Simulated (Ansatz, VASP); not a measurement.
# Two plane-wave programs on Al31GaO48

```
Al Ga O
1.0
     4.80788    2.77583    8.74841
    -4.80788    2.77583    8.74841
     0.00000   -5.55167    8.74841
Al Ga O
31 1 48
Cartesian
  -0.0010 0.0046 8.5099
  -0.0009 0.0046 1.9375
  -0.0008 0.0045 4.6184
  0.0044 -2.7899 12.8849
  -0.0046 -2.7727 15.5587
  0.0018 -2.7706 6.3149
  -0.0006 -2.7766 8.9874
  -2.4237 1.3972 12.8852
  -2.4041 1.3967 15.5589
  -2.4058 1.3899 6.3149
  -2.4098 1.3952 8.9874
  -2.4046 -1.3842 17.2454
  -2.4069 -1.3821 19.9275
  -2.4163 -1.3920 10.6791
  -2.4106 -1.3916 13.3732
  2.4165 1.4066 12.8851
  2.4059 1.3899 15.5589
  2.4011 1.3948 6.3148
  2.4076 1.3952 8.9873
  2.4038 -1.3827 17.2454
  2.4026 -1.3858 19.9273
  2.4163 -1.3892 10.6791
  2.4132 -1.3841 13.3730
  -0.0017 2.7806 17.2453
  0.0011 2.7813 19.9273
  -0.0030 2.7951 10.6792
  -0.0054 2.7895 13.3734
  -0.0008 0.0045 21.6191
  -0.0009 0.0045 24.3023
  -0.0011 0.0046 15.0571
  -0.0010 0.0046 17.7356
  -0.0009 0.0048 11.2416
  0.9295 -1.3823 5.4648
  1.6657 0.1205 7.6500
  -1.6671 -0.1078 5.4648
  0.7347 1.5041 5.4646
  -0.7343 -1.4969 7.6501
  -0.9345 1.3905 7.6501
  0.9296 -4.1603 9.8390
  1.6649 -2.6554 12.0238
  -1.6680 -2.8866 9.8367
  0.7646 -1.2884 9.8069
  -0.7405 -4.2775 12.0288
  -0.9665 -1.4407 12.0428
  -1.5036 -0.0116 9.8070
  -0.7699 1.5634 12.0431
  -4.0734 1.2813 9.8389
  -1.6714 2.8938 9.8370
  -3.1375 -0.1079 12.0239
  -3.3397 2.7861 12.0290
  -1.4768 -2.7768 14.2224
  -0.7372 -1.2711 16.3981
  -4.0734 -1.4958 14.2142
  -1.6661 0.1165 14.2059
  -3.1440 -2.8835 16.4016
  -3.3312 -0.0007 16.3915
  3.3364 0.0061 9.8367
  4.0771 1.5051 12.0289
  0.7361 1.3145 9.8071
  3.1407 2.8930 9.8389
  1.7338 -0.1087 12.0427
  1.4699 2.7773 12.0241
  3.3349 -2.7720 14.2141
  4.0721 -1.2733 16.4017
  0.7347 -1.4933 14.2056
  3.1458 0.1172 14.2226
  1.6692 -2.8766 16.3910
  1.4718 0.0047 16.3981
  0.9288 1.3907 14.2059
  1.6596 2.8916 16.3913
  -1.6721 2.6735 14.2225
  0.7358 4.2818 14.2142
  -0.7373 1.2799 16.3981
  -0.9308 4.1706 16.4016
  0.9314 -1.3780 18.5835
  1.6573 0.1088 20.7723
  -1.6644 -0.1116 18.5836
  0.7304 1.5033 18.5835
  -0.7398 -1.4836 20.7724
  -0.9203 1.3885 20.7725
```

Alike in both runs: task single point; functional r2SCAN; k mesh 1 × 1 × 1; occupations fermi-dirac, width 0.01 eV; no spin polarisation.

|  | VASP | Ansatz |
| --- | --- | --- |
| version | VASP 6.6.1 | Ansatz 0.2.0 |
| potentials or method | VASP PAW PBE potentials, release 64 (Al, Ga_d, O), cutoff 580 eV | plane-wave PAW DFT |
| valence electrons in the cell | 394 | 394 |

Ansatz gave:

| Quantity | Value |
| --- | --- |
| gap on the k mesh at the Fermi level (eV) | 6.53 |
| rms of the force components (eV/Å) | 0.026 |

Question: Which values does VASP return?

Answer: gap on the k mesh at the Fermi level (eV): 6.55; rms of the force components (eV/Å): 0.024.

VASP's potentials were made for PBE, not for r2SCAN.
